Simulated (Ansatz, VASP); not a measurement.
This is a calculation of SiNi3 for VASP 6.6.1.

File INCAR:

```
SYSTEM = SiNi3
PREC = Accurate
ENCUT = 520
EDIFF = 1E-6
ISMEAR = -1
SIGMA = 0.05
LREAL = .False.
LASPH = .True.
NELM = 150
ALGO = Fast
ISIF = 2
LWAVE = .False.
LCHARG = .True.
ISPIN = 2
MAGMOM = 1 1 1 0
LORBIT = 11
LMAXMIX = 4
GGA = PS
LELF = .True.
LVHAR = .True.
NBANDS = 29
```

Contents of KPOINTS:

```
regular mesh
0
Gamma
  8 8 8
  0 0 0
```

POSCAR

```
SiNi3
1.0
    3.5654576373      0.0000000000      0.0000000000
    0.0000000000      3.5654576373      0.0000000000
    0.0000000000      0.0000000000      3.5654576373
Ni Si
3 1
Direct
    0.5000000000      0.5000000000      0.0000000000
    0.5000000000      0.0000000000      0.5000000000
    0.0000000000      0.5000000000      0.5000000000
    0.0000000000      0.0000000000      0.0000000000
```

Potentials or basis: VASP PAW PBE potentials, release 64 (Ni, Si).

Command:

```bash
$ cat potpaw_PBE.64/Ni/POTCAR potpaw_PBE.64/Si/POTCAR > POTCAR
$ mpirun -np 1 vasp_std > vasp.out
```

Task: Set up the same calculation for Ansatz 0.2.0. Potentials there: Ansatz PAW.

Result: As run (the cutoff follows the program's own potentials):

File input.yaml:

```yaml
crystal:
  lattice:
    - [3.5654576373, 0.0, 0.0]
    - [0.0, 3.5654576373, 0.0]
    - [0.0, 0.0, 3.5654576373]
  atoms:
    - { symbol: Ni, position: [0.5, 0.5, 0.0], spin: 1.0 }
    - { symbol: Ni, position: [0.5, 0.0, 0.5], spin: 1.0 }
    - { symbol: Ni, position: [0.0, 0.5, 0.5], spin: 1.0 }
    - { symbol: Si, position: [0.0, 0.0, 0.0] }
hamiltonian:
  xc: pbesol
  pseudopotentials: { kind: paw }
magnetization:
  spin_polarized: true
kpoints:
  mp_grid: { grid: [8, 8, 8] }
scf:
  occupations: { method: fermi_dirac, width: 0.05 }
output:
  forces: true
  stress: true
  eigenvalues: true
```

Potentials or basis: Ansatz PAW.

Launch:

```console
$ ansatz run input.yaml --threads 1 --pin off --max-ram 3584MiB --backend cpu --events-out ev --progress --plain --runs-dir out
```

Both were run:

|  | VASP | Ansatz | Ansatz less VASP |
| --- | --- | --- | --- |
| gap on the k mesh at the Fermi level (eV) | none | none | - |
| pressure (GPa) | -17.2 | -17.3 | -0.18 |
| net moment per atom (μB) | 0.00 | 0.00 | 0.000 |

VASP's potentials were made for PBE, not for PBEsol. A gap of «none» marks a metal or a gap that the smearing closes. With one functional, cell and mesh, what is left measures potentials, basis and numerics. VASP's potentials hold 34 valence electrons a cell and Ansatz's 58, so a difference there can come from the potentials and not from the codes.
